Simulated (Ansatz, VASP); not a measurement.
## GaP in VASP and in Ansatz

INCAR

```
PREC = Accurate ; ENCUT = 520
EDIFF = 1E-6 ; ISMEAR = 0
SIGMA = 0.05 ; LREAL = F
LASPH = T ; NELM = 80
ALGO = Normal ; ISIF = 2
LWAVE = F ; LCHARG = F
GGA = PS ; IVDW = 12
NBANDS = 16
```

File KPOINTS:

```
Automatic mesh
0
Gamma
  8 8 8
```

The input POSCAR:

```
GaP
1.0
    0.0000000000      2.7252500963      2.7252500963
    2.7252500963      0.0000000000      2.7252500963
    2.7252500963      2.7252500963      0.0000000000
Ga P
1 1
Direct
    0.0000000000      0.0000000000      0.0000000000
    0.7500000000      0.7500000000      0.7500000000
```

Input for Ansatz:

```yaml
crystal:
  lattice:
    - [0.0, 2.7252500963, 2.7252500963]
    - [2.7252500963, 0.0, 2.7252500963]
    - [2.7252500963, 2.7252500963, 0.0]
  atoms:
    - { symbol: Ga, position: [0.0, 0.0, 0.0] }
    - { symbol: P, position: [0.75, 0.75, 0.75] }
basis:
  ecutwfc: 420
  ecutrho_ratio: 4
kpoints:
  mp_grid: { grid: [8, 8, 8] }
hamiltonian:
  xc: pbesol
  dispersion: d3bj
scf:
  occupations: { method: gaussian, width: 0.05 }
output:
  forces: true
  stress: true
  eigenvalues: true
```

Alike in both runs: task single point; functional PBEsol; dispersion D3(BJ); k mesh 8 × 8 × 8; occupations gaussian, width 0.05 eV; no spin polarisation.

```csv
,VASP,Ansatz
version,VASP 6.6.1,Ansatz 0.2.0
potentials or method,"VASP PAW PBE potentials, release 64 (Ga_d, P), cutoff 520 eV","scalar-relativistic, plane waves, PAW"
valence electrons in the cell,18,18
```

VASP gave:

```
gap on the k mesh at the Fermi level (eV) : 1.52
least direct gap on the mesh (eV)         : 1.75
pressure (GPa)                            : -2.8
```

Q: What did Ansatz give for the same quantities?

A: gap on the k mesh at the Fermi level (eV): 1.51; least direct gap on the mesh (eV): 1.74; pressure (GPa): -2.8.

VASP's potentials were made for PBE, not for PBEsol.
